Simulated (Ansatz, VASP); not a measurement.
Si in VASP and in Ansatz

```
CELL_PARAMETERS angstrom
-2.25100 2.36850 1.31325
2.25100 -2.36850 1.31325
2.25100 2.36850 -1.31325
ATOMIC_POSITIONS crystal
Si 0.80700 0.55700 0.25000
Si 0.19300 0.44300 0.75000
```

Change from the starting cell: zz strain of +3 %.

Alike in both runs: task single point; functional PBE; k mesh 16 × 16 × 16; occupations fermi-dirac, width 0.05 eV; no spin polarisation.

|  | VASP | Ansatz |
| --- | --- | --- |
| version | VASP 6.6.1 | Ansatz 0.2.0 |
| potentials or method | VASP PAW PBE potentials, release 64 (Si), cutoff 520 eV | all-electron LAPW, scalar-relativistic |

|  | VASP | Ansatz | Ansatz less VASP |
| --- | --- | --- | --- |
| pressure (GPa) | 11.3 | 11.3 | +0.08 |
| traceless stress, the component that is largest in VASP (GPa) | 4.14 | 4.15 | +0.006 |
| rms of the force components (eV/Å) | 0.022 | 0.020 | -0.0018 |

Atom by atom the forces differ by 0.002 eV/Å (rms over components). Ansatz ran all-electron here, and VASP with PAW potentials.
